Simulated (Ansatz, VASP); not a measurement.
## GeCl3: VASP beside Ansatz

```
Ge Cl
1.0
     4.91223    0.00000    0.00000
     0.00000    4.91223    0.00000
     0.00000    0.00000    4.91223
Ge Cl
1 3
Direct
  0.50000 0.50000 0.50000
  0.00000 0.50000 0.50000
  0.50000 0.00000 0.50000
  0.50000 0.50000 0.00000
```

Alike in both runs: functional PBE; k mesh 10 × 10 × 10; occupations gaussian, width 0.1 eV; no spin polarisation.

Ansatz relaxed the structure, and its values are those at the end. VASP's run is a single point on that final structure, the one shown.

```csv
,VASP,Ansatz
version,VASP 6.6.1,Ansatz 0.2.0
potentials or method,"VASP PAW PBE potentials, release 64 (Ge_d, Cl), cutoff 520 eV","scalar-relativistic, plane waves, PAW"
valence electrons in the cell,35,35
```

```csv
,VASP,Ansatz,Ansatz less VASP
gap on the k mesh at the Fermi level (eV),none,none,-
pressure (GPa),-0.1,0.0,+0.10
```

A gap of «none» marks a metal or a gap that the smearing closes.
